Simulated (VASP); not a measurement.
TlCl: single point with HSE06

The system is TlCl.

```xyz
2
Lattice="3.7936 0.0000 0.0000 0.0000 3.7936 0.0000 0.0000 0.0000 3.7936" Properties=species:S:1:pos:R:3 pbc="T T T"
Tl    0.0000    0.0000    0.0000
Cl    1.8968    1.8968    1.8968
```

```
Program                            : VASP 6.6.1
Task                               : single point
Functional                         : HSE06
Potentials or basis                : VASP PAW PBE potentials, release 64 (Tl_d, Cl)
Cutoff                             : 400 eV
k mesh                             : 2 × 2 × 2
Occupations                        : gaussian, width 0.01 eV
Spin                               : no spin polarisation
Dipole correction                  : no
Grid for exact exchange (PRECFOCK) : Normal
Further INCAR settings             : ALGO = Normal; EDIFF = 1e-06; NBANDS = 17
Screening parameter                : 0.2079 1/Å
```

- Pressure: 4.7 GPa
- Band gap on the k mesh: 2.80 eV, direct

Levels at points of the mesh, in eV from the valence-band top:
```csv
k point,band 7,band 8,band 9,band 10,band 11,band 12,band 13,band 14
"(0.00, 0.00, 0.00)",-4.83,-2.03,-2.03,-2.03,8.71,8.71,9.06,9.06
"(0.50, 0.00, 0.00)",-6.17,-1.54,-1.54,0.00,2.80,7.55,7.55,9.69
"(0.50, 0.50, 0.00)",-3.62,-3.62,-3.58,-1.49,5.86,5.86,9.44,9.73
"(0.50, 0.50, 0.50)",-2.57,-2.57,-2.57,-2.18,3.17,3.17,3.17,14.30
```

It took 27 s on 1 thread of Intel(R) Xeon(R) 6975P-C (Granite Rapids) (shared host), peak memory 0.25 GiB.

Caveat: the k points lie up to 0.83 Å⁻¹ apart; the PAW data sets were made with another functional, which shifts forces and pressure a little; spin-orbit coupling is left out, which moves the levels of the heavy elements. A k mesh can miss the band edges.
